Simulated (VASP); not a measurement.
# Ir (Im-3m) in VASP: notebook

Runs on Ir. Level: RPBE. Tasks: single point.

Program: VASP 6.6.1. These are calculated values, not measurements. Logs are shortened: lines on timing, memory, paths and dates and some standing lists are left out, and cuts for length are marked.

### Step 1. The cell of the first run

The structure is cubic, space group Im-3m (No. 229). The conventional cell has a = 2.995 Å, b = 2.995 Å, c = 2.995 Å, α = 90.00°, β = 90.00°, γ = 90.00°. Ir (site symmetry m-3m) has 14 Ir at 2.59 to 2.99 Å within 3.4 Å.

### Step 2. Single point, RPBE (volume scaled by 0.88)

INCAR

```
SYSTEM = Ir
PREC = Accurate ; ENCUT = 520
EDIFF = 1E-6 ; ISMEAR = -1
SIGMA = 0.1 ; LREAL = .False.
LASPH = .True. ; NELM = 100
ALGO = Normal ; ISIF = 2
LWAVE = .False. ; LCHARG = .True.
GGA = RP ; LELF = .True.
LVHAR = .True. ; NBANDS = 10
```

KPOINTS

```
Automatic mesh
0
Gamma
  16 16 16
  0 0 0
```

POSCAR

```
Ir
1.0
   -1.4974362467      1.4974362467      1.4974362467
    1.4974362467     -1.4974362467      1.4974362467
    1.4974362467      1.4974362467     -1.4974362467
Ir
1
Direct
    0.0000000000      0.0000000000      0.0000000000
```

Potentials or basis: VASP PAW PBE potentials, release 64 (Ir).

Run with:

```bash
cat potpaw_PBE.64/Ir/POTCAR > POTCAR
mpirun -np 1 vasp_std > vasp.out
```

OUTCAR:

```text
SYSTEM = Ir
   PREC = Accurate
   ENCUT = 520
   EDIFF = 1E-6
   ISMEAR = -1
   LREAL = .False.
   LASPH = .True.
   NELM = 100
   ISIF = 2
   GGA = RP

 ion  position               nearest neighbor table
   1  0.000  0.000  0.000-

  LATTYP: Found a body centered cubic cell.
 ALAT       =     2.9948724934

  Lattice vectors:

 A1 = (  -1.4974362467,   1.4974362467,   1.4974362467)
 A2 = (   1.4974362467,  -1.4974362467,   1.4974362467)
 A3 = (   1.4974362467,   1.4974362467,  -1.4974362467)

Analysis of symmetry for initial positions (statically):
=====================================================================
 Subroutine PRICEL returns:
 Original cell was already a primitive cell.

 Routine SETGRP: Setting up the symmetry group for a
 body centered cubic supercell.

 Subroutine GETGRP returns: Found 48 space group operations
 (whereof 48 operations were pure point group operations)
 out of a pool of 48 trial point group operations.

The static configuration has the point symmetry O_h .

Analysis of symmetry for dynamics (positions and initial velocities):
=====================================================================
 Subroutine PRICEL returns:
 Original cell was already a primitive cell.

 Routine SETGRP: Setting up the symmetry group for a
 body centered cubic supercell.

 Subroutine GETGRP returns: Found 48 space group operations
 (whereof 48 operations were pure point group operations)
 out of a pool of 48 trial point group operations.

The dynamic configuration has the point symmetry O_h .

 Subroutine INISYM returns: Found 48 space group operations
 (whereof 48 operations are pure point group operations),
 and found     1 'primitive' translations

----------------------------------------------------------------------------------------

                                     Primitive cell

  volume of cell :      13.4309

  direct lattice vectors                    reciprocal lattice vectors
    -1.497436247  1.497436247  1.497436247     0.000000000  0.333904032  0.333904032
     1.497436247 -1.497436247  1.497436247     0.333904032  0.000000000  0.333904032
     1.497436247  1.497436247 -1.497436247     0.333904032  0.333904032  0.000000000

  length of vectors
     2.593635660  2.593635660  2.593635660     0.472211610  0.472211610  0.472211610

  position of ions in fractional coordinates (direct lattice)
     0.000000000  0.000000000  0.000000000

  ion indices of the primitive-cell ions
   primitive index   ion index
                 1           1

----------------------------------------------------------------------------------------

 KPOINTS: Automatic mesh

Automatic generation of k-mesh.
 Grid dimensions read from file:
 generate k-points for:   16   16   16

 Generating k-lattice:

  Cartesian coordinates                     Fractional coordinates (reciprocal lattice)
     0.000000000  0.020869002  0.020869002     0.062500000  0.000000000  0.000000000
     0.020869002  0.000000000  0.020869002     0.000000000  0.062500000  0.000000000
     0.020869002  0.020869002  0.000000000     0.000000000  0.000000000  0.062500000

  Length of vectors
     0.029513226  0.029513226  0.029513226

  Shift w.r.t. Gamma in fractional coordinates (k-lattice)
     0.000000000  0.000000000  0.000000000

 Subroutine IBZKPT returns following result:
 ===========================================

 Found    145 irreducible k-points:

 Following reciprocal coordinates:
            Coordinates               Weight
  0.000000  0.000000  0.000000      1.000000
  0.062500  0.000000  0.000000     12.000000
  0.125000  0.000000  0.000000     12.000000
  0.187500  0.000000  0.000000     12.000000
  0.250000  0.000000  0.000000     12.000000
  0.312500  0.000000  0.000000     12.000000
[... 16 lines left out ...]
  0.187500  0.187500  0.000000     24.000000
  0.250000  0.187500  0.000000     48.000000
 [... further k-points ...]
   k-points           NKPTS =    145   k-points in BZ     NKDIM =    145   number of bands    NBANDS=     10
   number of dos      NEDOS =    301   number of ions     NIONS =      1
   total plane-waves  NPLWV =   8000
   dimension x,y,z NGX =    20 NGY =   20 NGZ =   20
   dimension x,y,z NGXF=    40 NGYF=   40 NGZF=   40
   ions per type =               1
   NGX,Y,Z   is equivalent  to a cutoff of  12.82, 12.82, 12.82 a.u.
   NGXF,Y,Z  is equivalent  to a cutoff of  25.64, 25.64, 25.64 a.u.
 SYSTEM =  Ir
   PREC   = accura    normal or accurate (medium, high low for compatibility)
   ISTART =      0    job   : 0-new  1-cont  2-samecut
   ICHARG =      2    charge: 1-file 2-atom 10-const
   ISPIN  =      1    spin polarized calculation?
   LNONCOLLINEAR =      F non collinear calculations
   LSORBIT =      F    spin-orbit coupling
   LASPH  =      T    aspherical Exc in radial PAW
   ENCUT  =  520.0 eV  38.22 Ry    6.18 a.u.   4.82  4.82  4.82*2*pi/ulx,y,z
   NELM   =    100;   NELMIN=  2; NELMDL= -5     # of ELM steps
   EDIFF  = 0.1E-05   stopping-criterion for ELM
   LREAL  =      F    real-space projection
   EDIFFG = 0.1E-04   stopping-criterion for IOM
   NSW    =      0    number of steps for IOM
   IBRION =     -1    ionic relax: 0-MD 1-quasi-New 2-CG
   NFREE  =      0    steps in history (QN), initial steepest desc. (CG)
   ISIF   =      2    stress and relaxation
   ISYM   =      2    0-nonsym 1-usesym 2-fastsym
   POTIM  = 0.5000    time-step for ionic-motion
   TEBEG  =    0.0;   TEEND  =   0.0 temperature during run
   PSTRESS=    0.0 pullay stress
   NELECT =       9.0000    total number of electrons
   NUPDOWN=      -1.0000    fix difference up-down
   EMIN   =  10.00;   EMAX   =-10.00  energy-range for DOS
   EFERMI =   0.00;   METHOD = LEGACY
   ISMEAR =    -1;   SIGMA  =   0.10  broadening in eV -4-tet -1-fermi 0-gaus
   EFERMI_NEDOS =   21; number of points for ismear=-14 and -15
   IALGO  =     38    algorithm
   IMIX   =      4    mixing-type and parameters
     AMIX     =   0.40;   BMIX     =  1.00
     AMIX_MAG =   1.60;   BMIX_MAG =  1.00
  volume/ion in A,a.u.               =      13.43        90.64
  Fermi-wavevector in a.u.,A,eV,Ry     =   1.432586  2.707195 27.923268  2.052302
  Thomas-Fermi vector in A             =   2.552197
   LORBIT       =      0    0 simple, 1 ext, 2 COOP (PROOUT), +10 PAW based schemes
   GGA     = RP    functional components
   LHFCALC =     F    Hartree Fock is set to
   AEXX    =    0.0000 exact exchange contribution
   IVDW    =     0    specifies the selected vdW correction
   LEPSILON=     F    determine dielectric tensor
   LRPA    =     F    only Hartree local field effects (RPA)
 non-spin polarized calculation
  energy-cutoff  :      520.00
  volume of cell :       13.43
 maximum number of plane-waves:       372
   NGX =  9   NGY =  9   NGZ =  9

 number of electron       9.0000001 magnetization

 Free energy of the ion-electron system (eV)
  ---------------------------------------------------
  ext. energy  EPLUGINS =         0.00000000
  ---------------------------------------------------
  free energy    TOTEN  =        -7.34568486 eV

  energy without entropy =       -7.27803061  energy(sigma->0) =       -7.31185774

 E-fermi :  11.1296     XC(G=0): -14.2441

 val. band max:       11.1270080909   @ k =  -0.3750  -0.3750   0.1250
 cond. band min:      11.1488830654   @ k =   0.2500   0.1875   0.0000
 fundamental gap:      0.0218749744
 Fermi energy:        11.1295768625

 k-point     1 :       0.0000    0.0000    0.0000
  band No.  band energies     occupation
      1      -0.2536      2.00000
      2       7.1101      2.00000
      3       7.1101      2.00000
      4       7.1101      2.00000
      5      10.4935      1.99655
      6      10.4935      1.99655
      7      28.0637      0.00000
      8      28.0637      0.00000
      9      28.0637      0.00000
     10      40.0329      0.00000

 k-point     2 :       0.0625    0.0000    0.0000
  band No.  band energies     occupation
      1      -0.0589      2.00000
      2       7.0152      2.00000
      3       7.1030      2.00000
      4       7.2871      2.00000
      5      10.3586      1.99910
      6      10.4993      1.99634
      7      28.1906      0.00000
      8      28.3743      0.00000
      9      28.3781      0.00000
     10      38.3566      0.00000

 k-point     3 :       0.1250    0.0000    0.0000
  band No.  band energies     occupation
      1       0.4985      2.00000
      2       6.7542      2.00000
      3       7.0593      2.00000
      4       7.8091      2.00000
      5      10.0708      1.99995
      6      10.5225      1.99539
      7      28.4368      0.00000
      8      29.0507      0.00000
      9      29.2758      0.00000
     10      36.3127      0.00000

 k-point     4 :       0.1875    0.0000    0.0000
  band No.  band energies     occupation
      1       1.3234      2.00000
      2       6.3864      2.00000
      3       6.9676      2.00000
      4       8.6478      2.00000
      5       9.8721      1.99999
      6      10.5757      1.99217
      7      28.3503      0.00000
      8      29.1634      0.00000
      9      30.6877      0.00000
     10      35.2520      0.00000
[... 222 lines left out ...]
 k-point    22 :       0.4375    0.1250    0.0000
  band No.  band energies     occupation
      1       3.3320      2.00000
      2       5.2109      2.00000
      3       8.9718      2.00000
      4      10.2331      1.99974
      5      11.7303      0.00491
      6      15.3672      0.00000
      7      19.6499      0.00000
      8      24.7200      0.00000
      9      27.9318      0.00000
     10      36.2752      0.00000

 k-point    23 :       0.1875    0.1875    0.0000
  band No.  band energies     occupation
      1       3.4529      2.00000
      2       5.9209      2.00000
      3       6.2363      2.00000
      4       9.6503      2.00000
      5      11.0471      1.39033
      6      12.0520      0.00020
      7      25.4452      0.00000
      8      27.6039      0.00000
      9      30.4435      0.00000
     10      32.1728      0.00000

 k-point    24 :       0.2500    0.1875    0.0000
  band No.  band energies     occupation
      1       3.8758      2.00000
      2       5.6534      2.00000
      3       6.6654      2.00000
      4       9.8669      1.99999
      5      11.1489      0.90377
      6      13.6722      0.00000
      7      23.3339      0.00000
      8      26.3611      0.00000
      9      29.1556      0.00000
     10      33.2584      0.00000

 [... further k-points ...]
[... 5 lines left out ...]
  --------------------------------------------------------------------------------------
  -------------------------------------------------------------------------------------
  Total        4.3866490      4.3866490      4.3866490      0.0000000     -0.0000000      0.0000000
  in kB      523.2851974    523.2851974    523.2851974      0.0000000     -0.0000000      0.0000000
  external PRESSURE =     523.2851974 kB  Pullay stress =       0.0000000 kB

 VOLUME and BASIS-vectors are now :
 -----------------------------------------------------------------------------
  energy-cutoff  :      520.00
  volume of cell :       13.43
      direct lattice vectors                 reciprocal lattice vectors
    -1.497436247  1.497436247  1.497436247     0.000000000  0.333904032  0.333904032
     1.497436247 -1.497436247  1.497436247     0.333904032  0.000000000  0.333904032
     1.497436247  1.497436247 -1.497436247     0.333904032  0.333904032  0.000000000

 POSITION                                       TOTAL-FORCE (eV/Angst)
 -----------------------------------------------------------------------------------
      0.00000      0.00000      0.00000         0.000000      0.000000     -0.000000
 -----------------------------------------------------------------------------------
    total drift:                                0.000000     -0.000000      0.000000

  FREE ENERGIE OF THE ION-ELECTRON SYSTEM (eV)
  ---------------------------------------------------
  free  energy   TOTEN  =        -7.3456848608 eV

  energy  without entropy=       -7.2780306107  energy(sigma->0) =       -7.31185774
```

Run time: 13 s. Hardware: 1 thread of Intel Xeon Platinum 8488C (Sapphire Rapids), shared host; peak memory 0.14 GiB.

What came out:

```yaml
Free_energy: -7.3457 eV
Pressure: 52.3 GPa
```

Levels at points of the mesh, in eV from the Fermi level:
```tsv
k point	band 1	band 2	band 3	band 4	band 5	band 6	band 7	band 8	band 9
(0.00, 0.00, 0.00)	-11.38	-4.02	-4.02	-4.02	-0.64	-0.64	16.93	16.93	16.93
(0.50, 0.00, 0.00)	-8.30	-6.08	-0.79	-0.19	-0.03	2.60	8.96	13.08	17.85
(0.50, 0.50, 0.50)	-7.93	-7.93	1.78	1.78	1.78	8.27	8.27	8.27	16.18
```

Caveat: the PAW data sets were made with another functional, which shifts forces and pressure a little; spin-orbit coupling is left out, which moves the levels of the heavy elements.

### Step 3. Single point, RPBE (volume scaled by 0.96)

INCAR

```
SYSTEM = Ir
PREC = Accurate
ENCUT = 520
EDIFF = 1E-6
ISMEAR = -1
SIGMA = 0.1
LREAL = .False.
LASPH = .True.
NELM = 80
ALGO = Normal
ISIF = 2
LWAVE = .False.
LCHARG = .False.
GGA = RP
NBANDS = 10
```

KPOINTS is that of step 2.

POSCAR

```
Ir
1.0
   -1.5415035469      1.5415035469      1.5415035469
    1.5415035469     -1.5415035469      1.5415035469
    1.5415035469      1.5415035469     -1.5415035469
Ir
1
Direct
    0.0000000000      0.0000000000      0.0000000000
```

Potentials or basis: VASP PAW PBE potentials, release 64 (Ir).

Run with:

```bash
cat potpaw_PBE.64/Ir/POTCAR > POTCAR
mpirun -np 1 vasp_std > vasp.out
```

Wall time 12 s (1 thread of Intel Xeon Platinum 8488C (Sapphire Rapids), shared host); peak memory 0.14 GiB.

It converged, with:

```
Free energy : -7.5859 eV
Pressure    : 13.7 GPa
```

Levels at points of the mesh, in eV from the Fermi level:
| k point | band 1 | band 2 | band 3 | band 4 | band 5 | band 6 | band 7 | band 8 | band 9 |
| --- | --- | --- | --- | --- | --- | --- | --- | --- | --- |
| (0.00, 0.00, 0.00) | -10.47 | -3.52 | -3.52 | -3.52 | -0.53 | -0.53 | 16.93 | 16.93 | 16.93 |
| (0.50, 0.00, 0.00) | -7.37 | -5.33 | -0.69 | -0.04 | -0.03 | 2.23 | 7.94 | 13.06 | 16.89 |
| (0.50, 0.50, 0.50) | -6.93 | -6.93 | 1.54 | 1.54 | 1.54 | 7.93 | 7.93 | 7.93 | 14.68 |

Caveat: the PAW data sets were made with another functional, which shifts forces and pressure a little; spin-orbit coupling is left out, which moves the levels of the heavy elements.
